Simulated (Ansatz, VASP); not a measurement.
# Na3Zn2N: VASP beside Ansatz

The input INCAR:

```
SYSTEM = Na3Zn2N
PREC = Accurate
ENCUT = 520
EDIFF = 1E-7
ISMEAR = 0
SIGMA = 0.1
LREAL = .FALSE.
LASPH = .TRUE.
NELM = 80
ALGO = Normal
ISIF = 2
LWAVE = .FALSE.
LCHARG = .FALSE.
GGA = PE
NBANDS = 34
```

The input KPOINTS:

```
Automatic mesh
0
G
  6 6 6
  0 0 0
```

Contents of POSCAR:

```
Na3Zn2N
1.0
    5.4985161000      0.0000000000      0.0000000000
   -2.7492580500      4.7618546200      0.0000000000
    0.0000000000      0.0000000000      3.7233078600
Na Zn N
3 2 1
Direct
    0.5000000000      0.0000000000      0.5000000000
    0.0000000000      0.5000000000      0.5000000000
    0.5000000000      0.5000000000      0.5000000000
    0.3333333300      0.6666666700      0.0000000000
    0.6666666700      0.3333333300      0.0000000000
    0.0000000000      0.0000000000      0.0000000000
```

Input for Ansatz:

```yaml
crystal:
  lattice:
    - [5.4985161, 0.0, 0.0]
    - [-2.74925805, 4.76185462, 0.0]
    - [0.0, 0.0, 3.72330786]
  atoms:
    - { symbol: Na, position: [0.5, 0.0, 0.5] }
    - { symbol: Na, position: [0.0, 0.5, 0.5] }
    - { symbol: Na, position: [0.5, 0.5, 0.5] }
    - { symbol: Zn, position: [0.33333333, 0.66666667, 0.0] }
    - { symbol: Zn, position: [0.66666667, 0.33333333, 0.0] }
    - { symbol: "N", position: [0.0, 0.0, 0.0] }
basis:
  ecutwfc: 420
kpoints:
  mp_grid: { grid: [6, 6, 6] }
hamiltonian:
  xc: pbe
scf:
  occupations: { method: gaussian, width: 0.1 }
  lower_state_search: "off"
output:
  forces: true
  stress: true
  eigenvalues: true
```

Change from the starting cell: species swapped into the LaGe2Ir3 type (P6/mmm, No. 191).

Alike in both runs: task single point; functional PBE; k mesh 6 × 6 × 6; occupations gaussian, width 0.1 eV; no spin polarisation.

|  | VASP | Ansatz |
| --- | --- | --- |
| version | VASP 6.6.1 | Ansatz 0.2.0 |
| potentials or method | VASP PAW PBE potentials, release 64 (Na_pv, Zn, N), cutoff 520 eV | scalar-relativistic, plane waves, PAW |
| valence electrons in the cell | 50 | 56 |

```csv
,VASP,Ansatz,Ansatz less VASP
gap on the k mesh at the Fermi level (eV),none,none,-
pressure (GPa),19.4,19.2,-0.19
"traceless stress, the component that is largest in VASP (GPa)",14.29,14.21,-0.086
```

A gap of «none» marks a metal or a gap that the smearing closes. VASP's potentials hold 50 valence electrons a cell and Ansatz's 56, so a difference there can come from the potentials and not from the codes.
